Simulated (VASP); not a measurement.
Here is a VASP 6.6.1 calculation.

POSCAR

```
GaN
1.0
    0.0000000000      2.2742071969      2.2742071969
    2.2742071969      0.0000000000      2.2742071969
    2.2742071969      2.2742071969      0.0000000000
Ga N
1 1
Direct
    0.0000000000      0.0000000000      0.0000000000
    0.7500000000      0.7500000000      0.7500000000
```

Contents of INCAR.step1:

```
PREC = Accurate ; ENCUT = 600
ISMEAR = -1 ; SIGMA = 0.02
LREAL = F ; LASPH = T
NELM = 100 ; GGA = PE
ALGO = Normal ; EDIFF = 1E-4
LWAVE = T ; LCHARG = F
```

The input INCAR.step2:

```
PREC = Accurate ; ENCUT = 600
EDIFF = 1E-6 ; ISMEAR = -1
SIGMA = 0.02 ; LREAL = F
LASPH = T ; NELM = 100
ALGO = Normal ; ISIF = 3
LWAVE = F ; LCHARG = F
METAGGA = R2SCAN ; LMIXTAU = T
IBRION = 2 ; NSW = 80
EDIFFG = -0.005 ; ISTART = 1
```

Contents of KPOINTS:

```
Automatic mesh
0
Gamma
  8 8 8
```

Potentials or basis: VASP PAW PBE potentials, release 64 (Ga_d, N).

Run with:

```console
$ cat potpaw_PBE.64/Ga_d/POTCAR potpaw_PBE.64/N/POTCAR > POTCAR
$ cp INCAR.step1 INCAR
$ mpirun -np 1 vasp_std > vasp.out
$ cp INCAR.step2 INCAR
$ mpirun -np 1 vasp_std > vasp.out
```

(1) Predict the band gap on the k mesh.

(2) What does it give for the space group after relaxing (to 0.05 Å)?

(3) What does it give for the relaxed cell?

(4) Estimate the relaxed volume.

## Answers

(1) 2.12 eV, direct.

(2) F-43m (No. 216).

(3) a = 3.187 Å, b = 3.187 Å, c = 3.187 Å, α = 60.00°, β = 60.00°, γ = 60.00°.

(4) 11.44 Å³/atom.

Caveat: the PAW data sets were made with another functional, which shifts forces and pressure a little.
